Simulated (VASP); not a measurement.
Ca, 6 atoms in the cell. The cell holds a slab with vacuum, 6 atoms: a = 6.767 Å, b = 5.525 Å, c = 26.178 Å, α = 90.00°, β = 90.00°, γ = 65.91°. 

| Quantity | Value |
| --- | --- |
| Program | VASP 6.6.1 |
| Task | single point |
| Functional | PBE |
| Potentials or basis | VASP PAW PBE potentials, release 64 (Ca_sv) |
| Cutoff | 520 eV |
| k mesh | 7 × 7 × 1 |
| Occupations | fermi-dirac, width 0.1 eV |
| Spin | no spin polarisation |
| Dipole correction | yes |
| Further INCAR settings | ALGO = Normal; EDIFF = 1e-06; NBANDS = 39 |

Potentials or basis: VASP PAW PBE potentials, release 64 (Ca_sv).

Run with:

```bash
$ cat potpaw_PBE.64/Ca_sv/POTCAR > POTCAR
$ mpirun -np 1 vasp_std > vasp.out
```

Hardware: 1 thread of Intel(R) Xeon(R) Platinum 8488C (Sapphire Rapids), with other jobs on the host.

Q: Estimate the wall time of this run.

A: It took 13 min on 1 thread of Intel(R) Xeon(R) Platinum 8488C (Sapphire Rapids), on a shared host, peak memory 1 GiB. Counts: scf iterations 21, k points 16.
